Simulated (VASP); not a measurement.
TiAl3: relaxation of cell and atoms with PBE

The system is TiAl3.

```xyz
8
Lattice="5.5638 0.0000 0.0000 -2.7819 4.8184 0.0000 0.0000 0.0000 4.7466" Properties=species:S:1:pos:R:3 pbc="T T T"
Ti    0.0000    3.2123    3.5599
Ti    2.7819    1.6061    1.1866
Al    2.7819    3.2131    3.5599
Al    0.0000    1.6053    1.1866
Al    1.3903    0.8027    3.5599
Al    1.3917    4.0158    1.1866
Al   -1.3917    4.0158    1.1866
Al    4.1736    0.8027    3.5599
```

* Program: VASP 6.6.1
* Task: relaxation of cell and atoms
* Functional: PBE
* Potentials or basis: VASP PAW PBE potentials, release 64 (Ti_sv, Al)
* Cutoff: 600 eV
* k mesh: 9 × 9 × 8
* Occupations: gaussian, width 0.1 eV
* Spin: no spin polarisation
* Dipole correction: no
* Further INCAR settings: ALGO = Fast; EDIFF = 1e-07; IBRION = 2; EDIFFG = -0.01; NSW = 100; ISIF = 3

The relaxed volume is 15.87 Å³/atom and the relaxed cell is a = 5.576 Å, b = 5.576 Å, c = 4.714 Å, α = 90.00°, β = 90.00°, γ = 120.00°. The space group after relaxing (to 0.05 Å) is P6_3/mmc (No. 194), the energy gained by relaxing is 0.4 meV/atom and the ionic steps are 4. The pressure after relaxing is 0.0 GPa. The largest force after relaxing is 0.007 eV/Å. The band gap on the k mesh is zero (band 21 reaches 9.07 eV, above the bottom of band 22 at 7.94 eV).

Forces on the atoms (eV/Å):
```
Ti   0.000  0.000  0.000
Ti   0.000  0.000  0.000
Al   0.000  0.007  0.000
Al   0.000 -0.007  0.000
Al  -0.006 -0.003  0.000
Al   0.006  0.003  0.000
Al  -0.006  0.003  0.000
Al   0.006 -0.003  0.000
```

Step by step:
| step | energy change (eV) | largest force (eV/Å) | pressure (GPa) | volume (Å³) |
| --- | --- | --- | --- | --- |
| 1 | 0.0000 | 0.0659 | -0.07 | 127.25 |
| 2 | -0.0024 | 0.0412 | -0.04 | 127.12 |
| 3 | -0.0035 | 0.0125 | 0.02 | 126.98 |
| 4 | -0.0035 | 0.0066 | 0.04 | 126.95 |

Final structure:
```cif
data_structure
_symmetry_space_group_name_H-M 'P 1'
_symmetry_Int_Tables_number 1
_cell_length_a 5.5763
_cell_length_b 5.5763
_cell_length_c 4.7141
_cell_angle_alpha 90.000
_cell_angle_beta 90.000
_cell_angle_gamma 120.000
_cell_volume 126.95
loop_
_atom_site_label
_atom_site_type_symbol
_atom_site_fract_x
_atom_site_fract_y
_atom_site_fract_z
_atom_site_occupancy
Ti1 Ti 0.33333 0.66667 0.75000 1
Ti2 Ti 0.66667 0.33333 0.25000 1
Al1 Al 0.83420 0.66840 0.75000 1
Al2 Al 0.16580 0.33160 0.25000 1
Al3 Al 0.33160 0.16580 0.75000 1
Al4 Al 0.66840 0.83420 0.25000 1
Al5 Al 0.16580 0.83420 0.25000 1
Al6 Al 0.83420 0.16580 0.75000 1
```

Levels at points of the mesh, in eV from the Fermi level:
| k point | band 19 | band 20 | band 21 | band 22 | band 23 | band 24 |
| --- | --- | --- | --- | --- | --- | --- |
| (0.00, 0.00, 0.00) | -1.20 | -0.69 | -0.69 | -0.27 | -0.27 | 0.45 |
| (0.00, 0.00, 0.50) | -2.83 | -2.83 | -0.80 | -0.80 | 1.07 | 1.07 |

It took 43 min on 1 thread of Oxide Virtual Turin-like Processor, on a shared host, peak memory 0.41 GiB.
